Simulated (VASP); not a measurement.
Here is a VASP 6.6.1 calculation.

Contents of POSCAR:

```
TePb
1.0
    0.0000000000      3.1317747874      3.1317747874
    3.1317747874      0.0000000000      3.1317747874
    3.1317747874      3.1317747874      0.0000000000
Te Pb
1 1
Direct
    0.5000000000      0.5000000000      0.5000000000
    0.0000000000      0.0000000000      0.0000000000
```

File INCAR.step1:

```
PREC = Accurate
ENCUT = 520
ISMEAR = 0
SIGMA = 0.02
LREAL = False
LASPH = True
NELM = 60
NBANDS = 17
GGA = PE
ALGO = Normal
EDIFF = 1E-4
LWAVE = True
LCHARG = False
```

File INCAR.step2:

```
PREC = Accurate
ENCUT = 520
EDIFF = 1E-7
ISMEAR = 0
SIGMA = 0.02
LREAL = False
LASPH = True
NELM = 60
ALGO = Normal
ISIF = 2
LWAVE = False
LCHARG = False
METAGGA = R2SCAN
LMIXTAU = True
NBANDS = 17
ISTART = 1
```

KPOINTS

```
Automatic mesh
0
Gamma
  8 8 8
```

Potentials or basis: VASP PAW PBE potentials, release 64 (Te, Pb_d).

Command:

```console
$ cat potpaw_PBE.64/Te/POTCAR potpaw_PBE.64/Pb_d/POTCAR > POTCAR
$ cp INCAR.step1 INCAR
$ mpirun -np 1 vasp_std > vasp.out
$ cp INCAR.step2 INCAR
$ mpirun -np 1 vasp_std > vasp.out
```

(1) What does it give for the pressure?

(2) Predict the band gap on the k mesh.

## Answers

(1) 7.1 GPa.

(2) 0.78 eV, direct.

Caveat: the PAW data sets were made with another functional, which shifts forces and pressure a little; spin-orbit coupling is left out, which moves the levels of the heavy elements.
